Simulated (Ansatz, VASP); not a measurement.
## One calculation of SiGe3, two programs

```
Si Ge
1.0
     2.82127    0.00000    0.00000
    -1.41063    2.44329    0.00000
     0.00000    0.00000   10.59733
Si Ge
1 3
Direct
  0.00000 0.00000 0.00000
  0.00000 0.00000 0.25000
  0.00000 0.00000 0.50000
  0.00000 0.00000 0.75000
```

Alike in both runs: task single point; functional PBE; k mesh 6 × 6 × 2; occupations gaussian, width 0.1 eV; no spin polarisation.

```csv
,VASP,Ansatz
version,VASP 6.6.1,Ansatz 0.2.0
potentials or method,"VASP PAW PBE potentials, release 64 (Si, Ge_d), cutoff 520 eV","scalar-relativistic, plane waves, PAW"
valence electrons in the cell,46,46
```

```csv
,VASP,Ansatz,Ansatz less VASP
gap on the k mesh at the Fermi level (eV),none,none,-
pressure (GPa),1.6,1.6,+0.03
"traceless stress, the component that is largest in VASP (GPa)",12.82,12.83,+0.009
rms of the force components (eV/Å),0.249,0.248,-0.0011
```

Atom by atom the forces differ by 0.001 eV/Å (rms over components). A gap of «none» marks a metal or a gap that the smearing closes.

The k mesh is coarse, so the values compare programs but aren't converged.
